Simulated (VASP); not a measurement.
# Fe (Im-3m) in VASP: notebook

Runs on Fe. Level: PBE. Tasks: single point.

Everything below comes from runs of VASP 6.6.1. Logs are shortened: lines on timing, memory, paths and dates and some standing lists are left out, and cuts for length are marked.

## Step 1: The cell of the first run

The structure is cubic, space group Im-3m (No. 229). Conventional cell: a = 2.831 Å, b = 2.831 Å, c = 2.831 Å, α = 90.00°, β = 90.00°, γ = 90.00°. Within 3.2 Å of Fe (site symmetry m-3m) lie 14 Fe at 2.45 to 2.83 Å.

## Step 2: Single point, PBE

The input, INCAR:

```
PREC = Accurate
ENCUT = 520
EDIFF = 1E-7
ISMEAR = 0
SIGMA = 0.05
LREAL = F
LASPH = T
NELM = 60
ALGO = Fast
ISIF = 2
LWAVE = F
LCHARG = F
GGA = PE
NBANDS = 10
```

The input, KPOINTS:

```
Automatic mesh
0
Gamma
  22 22 22
```

The input, POSCAR:

```
Fe
1.0
   -1.4155932729      1.4155932729      1.4155932729
    1.4155932729     -1.4155932729      1.4155932729
    1.4155932729      1.4155932729     -1.4155932729
Fe
1
Direct
    0.0000000000      0.0000000000      0.0000000000
```

Potentials or basis: VASP PAW PBE potentials, release 64 (Fe).

Command:

```sh
cat potpaw_PBE.64/Fe/POTCAR > POTCAR
mpirun -np 1 vasp_std > vasp.out
```

OUTCAR:

```text
PREC = Accurate
   ENCUT = 520
   EDIFF = 1E-7
   ISMEAR = 0
   LREAL = F
   LASPH = T
   NELM = 60
   ISIF = 2
   GGA = PE

 ion  position               nearest neighbor table
   1  0.000  0.000  0.000-

  LATTYP: Found a body centered cubic cell.
 ALAT       =     2.8311865458

  Lattice vectors:

 A1 = (  -1.4155932729,   1.4155932729,   1.4155932729)
 A2 = (   1.4155932729,  -1.4155932729,   1.4155932729)
 A3 = (   1.4155932729,   1.4155932729,  -1.4155932729)

Analysis of symmetry for initial positions (statically):
=====================================================================
 Subroutine PRICEL returns:
 Original cell was already a primitive cell.

 Routine SETGRP: Setting up the symmetry group for a
 body centered cubic supercell.

 Subroutine GETGRP returns: Found 48 space group operations
 (whereof 48 operations were pure point group operations)
 out of a pool of 48 trial point group operations.

The static configuration has the point symmetry O_h .

Analysis of symmetry for dynamics (positions and initial velocities):
=====================================================================
 Subroutine PRICEL returns:
 Original cell was already a primitive cell.

 Routine SETGRP: Setting up the symmetry group for a
 body centered cubic supercell.

 Subroutine GETGRP returns: Found 48 space group operations
 (whereof 48 operations were pure point group operations)
 out of a pool of 48 trial point group operations.

The dynamic configuration has the point symmetry O_h .

 Subroutine INISYM returns: Found 48 space group operations
 (whereof 48 operations are pure point group operations),
 and found     1 'primitive' translations

----------------------------------------------------------------------------------------

                                     Primitive cell

  volume of cell :      11.3469

  direct lattice vectors                    reciprocal lattice vectors
    -1.415593273  1.415593273  1.415593273     0.000000000  0.353208799  0.353208799
     1.415593273 -1.415593273  1.415593273     0.353208799  0.000000000  0.353208799
     1.415593273  1.415593273 -1.415593273     0.353208799  0.353208799  0.000000000

  length of vectors
     2.451879472  2.451879472  2.451879472     0.499512674  0.499512674  0.499512674

  position of ions in fractional coordinates (direct lattice)
     0.000000000  0.000000000  0.000000000

[... 73 lines left out ...]
   ENCUT  =  520.0 eV  38.22 Ry    6.18 a.u.   4.56  4.56  4.56*2*pi/ulx,y,z
   NELM   =     60;   NELMIN=  2; NELMDL= -5     # of ELM steps
   EDIFF  = 0.1E-06   stopping-criterion for ELM
   LREAL  =      F    real-space projection
   EDIFFG = 0.1E-05   stopping-criterion for IOM
   NSW    =      0    number of steps for IOM
   IBRION =     -1    ionic relax: 0-MD 1-quasi-New 2-CG
   NFREE  =      0    steps in history (QN), initial steepest desc. (CG)
   ISIF   =      2    stress and relaxation
   ISYM   =      2    0-nonsym 1-usesym 2-fastsym
   POTIM  = 0.5000    time-step for ionic-motion
   TEBEG  =    0.0;   TEEND  =   0.0 temperature during run
   PSTRESS=    0.0 pullay stress
   NELECT =       8.0000    total number of electrons
   NUPDOWN=      -1.0000    fix difference up-down
   EMIN   =  10.00;   EMAX   =-10.00  energy-range for DOS
   EFERMI =   0.00;   METHOD = LEGACY
   ISMEAR =     0;   SIGMA  =   0.05  broadening in eV -4-tet -1-fermi 0-gaus
   EFERMI_NEDOS =   21; number of points for ismear=-14 and -15
   IALGO  =     68    algorithm
   IMIX   =      4    mixing-type and parameters
     AMIX     =   0.40;   BMIX     =  1.00
     AMIX_MAG =   1.60;   BMIX_MAG =  1.00
  volume/ion in A,a.u.               =      11.35        76.57
  Fermi-wavevector in a.u.,A,eV,Ry     =   1.457068  2.753458 28.885791  2.123046
  Thomas-Fermi vector in A             =   2.573912
   LORBIT       =      0    0 simple, 1 ext, 2 COOP (PROOUT), +10 PAW based schemes
   GGA     = PE    functional components
   LHFCALC =     F    Hartree Fock is set to
   AEXX    =    0.0000 exact exchange contribution
   IVDW    =     0    specifies the selected vdW correction
   LEPSILON=     F    determine dielectric tensor
   LRPA    =     F    only Hartree local field effects (RPA)
 non-spin polarized calculation
 RMM-DIIS sequential band-by-band and
 Gauss-broadening in eV      SIGMA  =   0.05
  energy-cutoff  :      520.00
  volume of cell :       11.35
 maximum number of plane-waves:       321
   NGX =  9   NGY =  9   NGZ =  9

 number of electron       8.0000009 magnetization

 Free energy of the ion-electron system (eV)
  ---------------------------------------------------
  ext. energy  EPLUGINS =         0.00000000
  ---------------------------------------------------
  free energy    TOTEN  =        -7.71287441 eV

  energy without entropy =       -7.70830333  energy(sigma->0) =       -7.71058887

 E-fermi :   5.8886     XC(G=0): -13.1693

 val. band max:        5.8861530718   @ k =   0.1364   0.0455   0.0000
 cond. band min:       5.8903005372   @ k =   0.1818   0.0455   0.0455
 fundamental gap:      0.0041474654
 Fermi energy:         5.8885535190

 k-point     1 :       0.0000    0.0000    0.0000
  band No.  band energies     occupation
      1      -2.5411      2.00000
      2       4.2826      2.00000
      3       4.2826      2.00000
      4       4.2826      2.00000
      5       5.8437      1.79570
      6       5.8437      1.79568
      7      30.7586      0.00000
      8      30.7586      0.00000
      9      30.7586      0.00000
     10      36.0057      0.00000
[... 287 lines left out ...]
 k-point    24 :       0.1364    0.0909    0.0000
  band No.  band energies     occupation
      1      -1.0012      2.00000
      2       3.9295      2.00000
      3       4.0396      2.00000
      4       5.1808      2.00000
      5       5.5340      2.00000
      6       5.9320      0.21956
      7      25.0151      0.00000
      8      26.6964      0.00000
      9      30.7859      0.00000
     10      31.2516      0.00000

 [... further k-points ...]
[... 5 lines left out ...]
  --------------------------------------------------------------------------------------
  -------------------------------------------------------------------------------------
  Total       -1.2719817     -1.2719817     -1.2719817     -0.0000000      0.0000000     -0.0000000
  in kB     -179.6039973   -179.6039973   -179.6039973     -0.0000000      0.0000000     -0.0000000
  external PRESSURE =    -179.6039973 kB  Pullay stress =       0.0000000 kB

 VOLUME and BASIS-vectors are now :
 -----------------------------------------------------------------------------
  energy-cutoff  :      520.00
  volume of cell :       11.35
      direct lattice vectors                 reciprocal lattice vectors
    -1.415593273  1.415593273  1.415593273     0.000000000  0.353208799  0.353208799
     1.415593273 -1.415593273  1.415593273     0.353208799  0.000000000  0.353208799
     1.415593273  1.415593273 -1.415593273     0.353208799  0.353208799  0.000000000

 POSITION                                       TOTAL-FORCE (eV/Angst)
 -----------------------------------------------------------------------------------
      0.00000      0.00000      0.00000        -0.000000      0.000000      0.000000
 -----------------------------------------------------------------------------------
    total drift:                                0.000000      0.000000      0.000000

  FREE ENERGIE OF THE ION-ELECTRON SYSTEM (eV)
  ---------------------------------------------------
  free  energy   TOTEN  =        -7.7128744131 eV

  energy  without entropy=       -7.7083033331  energy(sigma->0) =       -7.71058887
```

Wall time 15 s (1 thread of Intel Xeon 6975P-C (Granite Rapids), shared host); peak memory 0.14 GiB.

Results:

| Quantity | Value |
| --- | --- |
| Free energy | -7.7129 eV |
| Pressure | -18.0 GPa |
| Band gap on the k mesh | zero (band 4 reaches 6.80 eV, above the bottom of band 5 at 4.93 eV) |

Caveat: the run has no spin polarisation, though such a crystal can be magnetic. Spin polarisation is off, so any magnetic state and its effect on volume and gap are missing.

## Step 3: Single point, PBE, collinear spin, ferromagnetic start

This run uses another cell than the first one: it holds 2 atoms, not 1.

The input, INCAR:

```
SYSTEM = Fe
PREC = Accurate
ENCUT = 520
EDIFF = 1E-7
ISMEAR = 0
SIGMA = 0.05
LREAL = .False.
LASPH = .True.
NELM = 150
ALGO = Normal
ISIF = 2
LWAVE = .False.
LCHARG = .True.
ISPIN = 2
MAGMOM = 2.5 2.5
LORBIT = 11
LMAXMIX = 4
GGA = PE
LELF = .True.
LVHAR = .True.
NBANDS = 19
```

The input, KPOINTS:

```
regular mesh
0
Gamma
  12 12 12
  0 0 0
```

The input, POSCAR:

```
Fe
1.0
    2.8311865458      0.0000000000      0.0000000000
    0.0000000000      2.8311865458      0.0000000000
    0.0000000000      0.0000000000      2.8311865458
Fe
2
Direct
    0.0000000000      0.0000000000      0.0000000000
    0.5000000000      0.5000000000      0.5000000000
```

Potentials or basis: VASP PAW PBE potentials, release 64 (Fe).

Command:

```sh
cat potpaw_PBE.64/Fe/POTCAR > POTCAR
mpirun -np 1 vasp_std > vasp.out
```

Run time: 25 s. Hardware: 1 thread of Intel Xeon 6975P-C (Granite Rapids), shared host; peak memory 0.18 GiB.

It converged, with:

| Quantity | Value |
| --- | --- |
| Free energy | -16.4872 eV |
| Pressure | -0.6 GPa |
| Net moment | 4.32 μB per cell |
| Site moments | Fe +2.16 μB |
| Valence electrons inside the program's atomic spheres | Fe 7.27 |

Levels at points of the mesh, in eV from the Fermi level:
Spin up:
| k point | band 8 | band 9 | band 10 | band 11 | band 12 | band 13 |
| --- | --- | --- | --- | --- | --- | --- |
| (0.00, 0.00, 0.00) | -1.10 | 0.11 | 0.11 | 0.11 | 9.94 | 9.94 |
| (0.50, 0.00, 0.00) | -1.86 | -1.12 | -1.12 | 0.21 | 0.21 | 17.10 |
| (0.50, 0.50, 0.00) | -0.91 | 0.38 | 0.38 | 0.51 | 0.51 | 7.36 |
| (0.50, 0.50, 0.50) | -0.88 | -0.88 | -0.88 | 8.64 | 8.64 | 8.64 |
Spin down:
```tsv
k point	band 2	band 3	band 4	band 5	band 6	band 7	band 8	band 9	band 10	band 11
(0.00, 0.00, 0.00)	-3.06	-3.06	-0.43	-0.43	-0.43	1.63	1.63	2.26	2.26	2.26
(0.50, 0.00, 0.00)	-4.08	-0.80	-0.80	-0.05	-0.05	-0.05	-0.05	0.88	0.88	2.55
(0.50, 0.50, 0.00)	-3.67	-1.71	-1.71	0.61	0.61	1.48	1.48	1.89	1.89	2.56
(0.50, 0.50, 0.50)	-1.87	-1.87	-1.87	-1.87	-1.87	1.93	1.93	1.93	1.93	9.50
```
